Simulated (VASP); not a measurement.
Wanted: the native input for a VASP 6.6.1 run.

| Property | Result |
| --- | --- |
| Task | relaxation of cell and atoms |
| Functional | PBE |
| Potentials or basis | VASP PAW PBE potentials, release 64 (Zr_sv, Si) |
| Cutoff | 600 eV |
| k mesh | 6 × 6 × 6 |
| Occupations | gaussian, width 0.1 eV |
| Spin | no spin polarisation |
| Dipole correction | no |
| Further INCAR settings | ALGO = Normal; EDIFF = 1e-07; IBRION = 2; EDIFFG = -0.01; NSW = 100; ISIF = 3 |

The structure of ZrSi7 lies in POSCAR:

```
ZrSi7
1.0
    5.3069181971      0.0000000000      0.0000000000
   -2.6534590986      4.5959259745      0.0000000000
    0.0000000000      0.0000000000      5.2078930173
Zr Si
1 7
Direct
    0.0000000000      0.0000000000      0.0000000000
    0.4964971416      0.9929942832      0.0000000000
    0.4964971416      0.5035028584      0.0000000000
    0.0070057168      0.5035028584      0.0000000000
    0.3250487661      0.1625243831      0.5000000000
    0.8374756169      0.1625243831      0.5000000000
    0.8374756169      0.6749512339      0.5000000000
    0.3333333333      0.6666666667      0.5000000000
```

The cell was built from a structure type or drawn by symmetry, and may not be a known phase.

These files were run (other wordings do the same):

INCAR

```
SYSTEM = ZrSi7
PREC = Accurate ; ENCUT = 600
EDIFF = 1E-7 ; ISMEAR = 0
SIGMA = 0.1 ; LREAL = .FALSE.
LASPH = .TRUE. ; NELM = 80
ALGO = Normal ; ISIF = 3
LWAVE = .FALSE. ; LCHARG = .FALSE.
GGA = PE ; IBRION = 2
NSW = 100 ; EDIFFG = -0.01
```

KPOINTS

```
Automatic mesh
0
G
  6 6 6
  0 0 0
```

Potentials or basis: VASP PAW PBE potentials, release 64 (Zr_sv, Si).

Run with:

```bash
$ cat potpaw_PBE.64/Zr_sv/POTCAR potpaw_PBE.64/Si/POTCAR > POTCAR
$ mpirun -np 1 vasp_std > vasp.out
```

It gave:

| Property | Result |
| --- | --- |
| Relaxed volume | 15.66 Å³/atom |
| Relaxed cell | a = 5.403 Å, b = 5.403 Å, c = 4.955 Å, α = 90.00°, β = 90.00°, γ = 120.00° |
| Space group after relaxing (to 0.1 Å) | P-6m2 (No. 187) |
| Energy gained by relaxing | 20.0 meV/atom |
| Ionic steps | 12 |
| Pressure after relaxing | 0.0 GPa |
| Largest force after relaxing | 0.007 eV/Å |
| Band gap on the k mesh | zero (bands 20 and 21 overlap by 2.38 eV) |

Wall time 14 min on 1 thread of Intel(R) Xeon(R) Platinum 8488C (Sapphire Rapids) (shared host), peak memory 0.33 GiB.
